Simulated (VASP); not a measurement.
# Cu16F in VASP: single point with PBE+D3(BJ)

Aim: the single point of Cu16F with PBE+D3(BJ).

All numbers are computed with VASP 6.6.1; they aren't measurements. Logs are shortened: lines on timing, memory, paths and dates and some standing lists are left out, and cuts for length are marked.

## 1. The cell of the first run

The cell holds a slab with vacuum, 17 atoms: a = 5.105 Å, b = 5.105 Å, c = 21.915 Å, α = 90.00°, β = 90.00°, γ = 90.00°.

## 2. Single point, PBE+D3(BJ)

File INCAR:

```
SYSTEM = Cu16F
  PREC = Accurate
  ENCUT = 520
  EDIFF = 1E-6
  ISMEAR = 1
  SIGMA = 0.1
  LREAL = .FALSE.
  LASPH = .TRUE.
  NELM = 120
  ALGO = Normal
  ISIF = 2
  LWAVE = .FALSE.
  LCHARG = .TRUE.
  GGA = PE
  IVDW = 12
  LELF = .TRUE.
  LVHAR = .TRUE.
  NBANDS = 106
  GGA_COMPAT = .FALSE.
  NELMDL = -8
```

File KPOINTS:

```
regular mesh
0
G
  2 2 1
  0 0 0
```

File POSCAR:

```
Cu16F
1.0
    5.1053109602      0.0000000000      0.0000000000
    0.0000000000      5.1053109602      0.0000000000
    0.0000000000      0.0000000000     21.9150000000
Cu F
16 1
Direct
    0.2500000000      0.2500000000      0.1140771200
    0.7500000000      0.2500000000      0.1140771200
    0.2500000000      0.7500000000      0.1140771200
    0.7500000000      0.7500000000      0.1140771200
    0.0000000000      0.0000000000      0.1964407900
    0.5000000000      0.0000000000      0.1964407900
    0.0000000000      0.5000000000      0.1964407900
    0.5000000000      0.5000000000      0.1964407900
    0.2484352400      0.2500039400      0.2772742600
    0.7514672300      0.2500142700      0.2772602800
    0.2442619700      0.7500191800      0.2781641700
    0.7555972800      0.7500089300      0.2781492700
    0.0000171900     -0.0075114300      0.3603735700
    0.4999584800     -0.0024497200      0.3546626200
   -0.0001623300      0.5076329700      0.3603739400
    0.4998206800      0.5024418600      0.3546581200
   -0.0017098100      0.2500649000      0.4269930500
```

Potentials or basis: VASP PAW PBE potentials, release 64 (Cu, F).

On the command line:

```
cat potpaw_PBE.64/Cu/POTCAR potpaw_PBE.64/F/POTCAR > POTCAR
mpirun -np 1 vasp_std > vasp.out
```

OUTCAR:

```text
SYSTEM = Cu16F
   PREC = Accurate
   ENCUT = 520
   EDIFF = 1E-6
   ISMEAR = 1
   LREAL = .FALSE.
   LASPH = .TRUE.
   NELM = 120
   ISIF = 2
   GGA = PE
   IVDW = 12
   NELMDL = -8
 IVDW          = 12

 ion  position               nearest neighbor table
   1  0.250  0.250  0.114-   5 2.55   6 2.55   7 2.55   8 2.55   2 2.55   3 2.55   3 2.55   2 2.55

   2  0.750  0.250  0.114-   5 2.55   6 2.55   7 2.55   8 2.55   1 2.55   4 2.55   4 2.55   1 2.55

   3  0.250  0.750  0.114-   5 2.55   6 2.55   7 2.55   8 2.55   1 2.55   4 2.55   1 2.55   4 2.55
[... 23 lines left out ...]
  15  1.000  0.508  0.360-  17 1.96  13 2.48  12 2.52  11 2.52  16 2.56  16 2.56  10 2.58   9 2.58
                            13 2.63
  16  0.500  0.502  0.355-  11 2.47  12 2.47   9 2.49  10 2.49  14 2.53  15 2.56  15 2.56  14 2.58

  17  0.998  0.250  0.427-  15 1.96  13 1.96

  LATTYP: Found a simple tetragonal cell.
 ALAT       =     5.1053109602
 C/A-ratio  =     4.2925886730

  Lattice vectors:

 A1 = (   5.1053109602,   0.0000000000,   0.0000000000)
 A2 = (   0.0000000000,   5.1053109602,   0.0000000000)
 A3 = (   0.0000000000,   0.0000000000,  21.9150000000)

Analysis of symmetry for initial positions (statically):
=====================================================================
 Subroutine PRICEL returns:
 Original cell was already a primitive cell.

 Routine SETGRP: Setting up the symmetry group for a
 simple tetragonal supercell.

 Subroutine GETGRP returns: Found  1 space group operations
 (whereof  1 operations were pure point group operations)
 out of a pool of 16 trial point group operations.

The static configuration has the point symmetry C_1 .

Analysis of symmetry for dynamics (positions and initial velocities):
=====================================================================
 Subroutine PRICEL returns:
 Original cell was already a primitive cell.

 Routine SETGRP: Setting up the symmetry group for a
 simple tetragonal supercell.

 Subroutine GETGRP returns: Found  1 space group operations
 (whereof  1 operations were pure point group operations)
 out of a pool of 16 trial point group operations.

The dynamic configuration has the point symmetry C_1 .

 Subroutine INISYM returns: Found  1 space group operations
 (whereof  1 operations are pure point group operations),
 and found     1 'primitive' translations

----------------------------------------------------------------------------------------

                                     Primitive cell

  volume of cell :     571.1969

  direct lattice vectors                    reciprocal lattice vectors
     5.105310960  0.000000000  0.000000000     0.195874455  0.000000000  0.000000000
     0.000000000  5.105310960  0.000000000     0.000000000  0.195874455  0.000000000
     0.000000000  0.000000000 21.915000000     0.000000000  0.000000000  0.045630846

  length of vectors
     5.105310960  5.105310960 21.915000000     0.195874455  0.195874455  0.045630846

  position of ions in fractional coordinates (direct lattice)
     0.250000000  0.250000000  0.114077120
     0.750000000  0.250000000  0.114077120
     0.250000000  0.750000000  0.114077120
     0.750000000  0.750000000  0.114077120
     0.000000000  0.000000000  0.196440790
     0.500000000  0.000000000  0.196440790
[... 9 lines left out ...]
     0.499820680  0.502441860  0.354658120
     0.998290190  0.250064900  0.426993050

  ion indices of the primitive-cell ions
   primitive index   ion index
                 1           1
                 2           2
                 3           3
                 4           4
                 5           5
                 6           6
[... 9 lines left out ...]
                16          16
                17          17

----------------------------------------------------------------------------------------

 KPOINTS: regular mesh

Automatic generation of k-mesh.
 Grid dimensions read from file:
 generate k-points for:    2    2    1

 Generating k-lattice:

  Cartesian coordinates                     Fractional coordinates (reciprocal lattice)
     0.097937227  0.000000000  0.000000000     0.500000000  0.000000000  0.000000000
     0.000000000  0.097937227  0.000000000     0.000000000  0.500000000  0.000000000
     0.000000000  0.000000000  0.045630846     0.000000000  0.000000000  1.000000000

  Length of vectors
     0.097937227  0.097937227  0.045630846

  Shift w.r.t. Gamma in fractional coordinates (k-lattice)
     0.000000000  0.000000000  0.000000000

 Subroutine IBZKPT returns following result:
 ===========================================

 Found      4 irreducible k-points:

 Following reciprocal coordinates:
            Coordinates               Weight
  0.000000  0.000000  0.000000      1.000000
  0.500000  0.000000  0.000000      1.000000
  0.000000  0.500000  0.000000      1.000000
  0.500000  0.500000  0.000000      1.000000
   k-points           NKPTS =      4   k-points in BZ     NKDIM =      4   number of bands    NBANDS=    106
   number of dos      NEDOS =    301   number of ions     NIONS =     17
   total plane-waves  NPLWV = 268800
   dimension x,y,z NGX =    40 NGY =   40 NGZ =  168
   dimension x,y,z NGXF=    80 NGYF=   80 NGZF=  336
   ions per type =              16   1
   NGX,Y,Z   is equivalent  to a cutoff of  13.03, 13.03, 12.74 a.u.
   NGXF,Y,Z  is equivalent  to a cutoff of  26.05, 26.05, 25.49 a.u.
 SYSTEM =  Cu16F
   PREC   = accura    normal or accurate (medium, high low for compatibility)
   ISTART =      0    job   : 0-new  1-cont  2-samecut
   ICHARG =      2    charge: 1-file 2-atom 10-const
   ISPIN  =      1    spin polarized calculation?
   LNONCOLLINEAR =      F non collinear calculations
   LSORBIT =      F    spin-orbit coupling
   LASPH  =      T    aspherical Exc in radial PAW
   ENCUT  =  520.0 eV  38.22 Ry    6.18 a.u.   9.49  9.49 40.75*2*pi/ulx,y,z
   NELM   =    120;   NELMIN=  2; NELMDL= -8     # of ELM steps
   EDIFF  = 0.1E-05   stopping-criterion for ELM
   LREAL  =      F    real-space projection
   EDIFFG = 0.1E-04   stopping-criterion for IOM
   NSW    =      0    number of steps for IOM
   IBRION =     -1    ionic relax: 0-MD 1-quasi-New 2-CG
   NFREE  =      0    steps in history (QN), initial steepest desc. (CG)
   ISIF   =      2    stress and relaxation
   ISYM   =      2    0-nonsym 1-usesym 2-fastsym
   POTIM  = 0.5000    time-step for ionic-motion
   TEBEG  =    0.0;   TEEND  =   0.0 temperature during run
   PSTRESS=    0.0 pullay stress
   NELECT =     183.0000    total number of electrons
   NUPDOWN=      -1.0000    fix difference up-down
   EMIN   =  10.00;   EMAX   =-10.00  energy-range for DOS
   EFERMI =   0.00;   METHOD = LEGACY
   ISMEAR =     1;   SIGMA  =   0.10  broadening in eV -4-tet -1-fermi 0-gaus
   EFERMI_NEDOS =   21; number of points for ismear=-14 and -15
   IALGO  =     38    algorithm
   IMIX   =      4    mixing-type and parameters
     AMIX     =   0.40;   BMIX     =  1.00
     AMIX_MAG =   1.60;   BMIX_MAG =  1.00
  volume/ion in A,a.u.               =      33.60       226.74
  Fermi-wavevector in a.u.,A,eV,Ry     =   1.120203  2.116876 17.073323  1.254854
  Thomas-Fermi vector in A             =   2.256847
   LORBIT       =      0    0 simple, 1 ext, 2 COOP (PROOUT), +10 PAW based schemes
   GGA     = PE    functional components
   LHFCALC =     F    Hartree Fock is set to
   AEXX    =    0.0000 exact exchange contribution
   IVDW    =    12    specifies the selected vdW correction
   LEPSILON=     F    determine dielectric tensor
   LRPA    =     F    only Hartree local field effects (RPA)
 non-spin polarized calculation
 Methfessel and Paxton  Order N= 1 SIGMA  =   0.10
  energy-cutoff  :      520.00
  volume of cell :      571.20
 maximum number of plane-waves:     15437
 NGX is ok and might be reduce to    40
   NGX = 19   NGY = 19   NGZ = 81

 number of electron     182.9999822 magnetization

 Free energy of the ion-electron system (eV)
  ---------------------------------------------------
  ext. energy  EPLUGINS =         0.00000000
  ---------------------------------------------------
  free energy    TOTEN  =       -58.87961515 eV

  energy without entropy =      -58.87628354  energy(sigma->0) =      -58.87850461

 E-fermi :  -0.6966     XC(G=0):  -5.1734

 val. band max:       -0.7616469241   @ k =   0.0000   0.0000   0.0000
 cond. band min:      -0.6445789325   @ k =   0.0000   0.0000   0.0000
 fundamental gap:      0.1170679916
 Fermi energy:        -0.6965725174

 k-point     1 :       0.0000    0.0000    0.0000
  band No.  band energies     occupation
      1     -23.6694      2.00000
      2      -9.7267      2.00000
      3      -7.9823      2.00000
      4      -6.3988      2.00000
      5      -6.1075      2.00000
      6      -5.9407      2.00000
[... 95 lines left out ...]
    102       3.1772      0.00000
    103       3.2022      0.00000

 k-point     2 :       0.5000    0.0000    0.0000
  band No.  band energies     occupation
      1     -23.6686      2.00000
      2      -8.3253      2.00000
      3      -8.3092      2.00000
      4      -6.9115      2.00000
      5      -6.8175      2.00000
      6      -6.0491      2.00000
[... 95 lines left out ...]
    102       3.3238      0.00000
    103       3.5862      0.00000

 k-point     3 :       0.0000    0.5000    0.0000
  band No.  band energies     occupation
      1     -23.6681      2.00000
      2      -8.3437      2.00000
      3      -8.2986      2.00000
      4      -6.8883      2.00000
      5      -6.8265      2.00000
      6      -6.0259      2.00000
[... 95 lines left out ...]
    102       3.0690      0.00000
    103       3.6695      0.00000

 k-point     4 :       0.5000    0.5000    0.0000
  band No.  band energies     occupation
      1     -23.6675      2.00000
      2      -7.1408      2.00000
      3      -7.0816      2.00000
      4      -7.0654      2.00000
      5      -7.0624      2.00000
      6      -6.2208      2.00000
[... 95 lines left out ...]
    102       4.6823      0.00000
    103       4.7816      0.00000
 [bands above 103 left out]

------------------------ aborting loop because EDIFF is reached ----------------------------------------

 Edisp (eV)   -6.65995

 E8    (eV) :    -2.9683

  FORCE on cell =-STRESS in cart. coord.  units (eV):
  Direction    XX          YY          ZZ          XY          YZ          ZX
  --------------------------------------------------------------------------------------
  -------------------------------------------------------------------------------------
  Total      -9.63146    -7.76344    -0.17656    -0.00028    -0.00232     0.00460
  in kB     -27.01574   -21.77604    -0.49523    -0.00077    -0.00650     0.01290
  external pressure =      -16.43 kB  Pullay stress =        0.00 kB

 VOLUME and BASIS-vectors are now :
 -----------------------------------------------------------------------------
  energy-cutoff  :      520.00
  volume of cell :      571.20
      direct lattice vectors                 reciprocal lattice vectors
     5.105310960  0.000000000  0.000000000     0.195874455  0.000000000  0.000000000
     0.000000000  5.105310960  0.000000000     0.000000000  0.195874455  0.000000000
     0.000000000  0.000000000 21.915000000     0.000000000  0.000000000  0.045630846

 POSITION                                       TOTAL-FORCE (eV/Angst)
 -----------------------------------------------------------------------------------
      1.27633      1.27633      2.50000        -0.036527      0.000025      0.250875
      3.82898      1.27633      2.50000         0.036556      0.000032      0.251029
      1.27633      3.82898      2.50000        -0.055512      0.000000      0.207797
      3.82898      3.82898      2.50000         0.055567     -0.000013      0.207868
      0.00000      0.00000      4.30500        -0.000426      0.092587     -0.374166
      2.55266      0.00000      4.30500        -0.000657     -0.087463     -0.264169
[... 9 lines left out ...]
      2.55174      2.56512      7.77233         0.000076      0.043471      0.152577
      5.09658      1.27666      9.35755        -0.000359     -0.000163      0.102590
 -----------------------------------------------------------------------------------
    total drift:                                0.000165     -0.000107     -0.000827

  FREE ENERGIE OF THE ION-ELECTRON SYSTEM (eV)
  ---------------------------------------------------
  free  energy   TOTEN  =       -65.5395615236 eV

  energy  without entropy=      -65.5362299182  energy(sigma->0) =      -65.53845099
```

Wall time 18 min (1 thread of Oxide Virtual Turin-like, shared host); peak memory 0.6 GiB.

Results:

```
Free energy                : -65.5396 eV
Largest force              : 0.385 eV/Å
Band gap on the k mesh     : zero (an odd number of electrons rules out a gap without spin polarisation)
Dispersion energy per atom : -0.392 eV
```

Forces in eV/Å, atoms in the order of the input:
```
Cu  -0.037  0.000  0.251
Cu   0.037  0.000  0.251
Cu  -0.056  0.000  0.208
Cu   0.056  0.000  0.208
Cu   0.000  0.093 -0.374
Cu  -0.001 -0.087 -0.264
Cu   0.000 -0.092 -0.374
Cu  -0.001  0.088 -0.264
Cu  -0.100  0.000 -0.025
Cu   0.100  0.000 -0.026
Cu  -0.054  0.000 -0.058
Cu   0.055  0.000 -0.058
Cu   0.000 -0.097  0.059
Cu   0.000 -0.043  0.152
Cu   0.001  0.096  0.059
Cu   0.000  0.043  0.153
F    0.000  0.000  0.103
```

Caveat: the k points lie up to 0.62 Å⁻¹ apart, too coarse for converged energies and pressures of a metal; there is no dipole correction, which matters where the two faces differ. With open d or f shells a metallic result of PBE can be an artefact of self-interaction; +U or a hybrid may open a gap.

The gap in the log of VASP goes by the Fermi energy; the results here count the filled bands.